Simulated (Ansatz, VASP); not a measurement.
Two plane-wave programs on MgO

```
Mg O
1.0
     0.00000    2.09700    2.09700
     2.09700    0.00000    2.09700
     2.09700    2.09700    0.00000
Mg O
1 1
Direct
  0.00000 0.00000 0.00000
  0.50000 0.50000 0.50000
```

Alike in both runs: task relaxation of cell and atoms; functional BLYP; dispersion D3(BJ); k mesh 11 × 11 × 11; occupations fermi-dirac, width 0.05 eV; no spin polarisation.

```csv
,VASP,Ansatz
version,VASP 6.6.1,Ansatz 0.2.0
potentials or method,"VASP PAW PBE potentials, release 64 (Mg, O)",Ansatz PAW
plane-wave cutoff (eV),600,420
valence electrons in the cell,8,16
```

|  | VASP | Ansatz | Ansatz less VASP |
| --- | --- | --- | --- |
| relaxed volume (Å³/atom) | 9.06 | 9.09 | +0.034 |
| relaxed cell length with the largest relative difference (Å) | 2.948 | 2.951 | +0.0036 |

VASP's potentials were made for PBE, not for BLYP. VASP's potentials hold 8 valence electrons a cell and Ansatz's 16, so a difference there can come from the potentials and not from the codes.

Noted on Ansatz's run: odd divisions of the mesh miss points on the zone boundary, where band edges often lie, so the gap on the mesh can be too wide; the plane-wave basis is chosen anew once the cell has moved, so the energies of steps on either side of that aren't comparable.
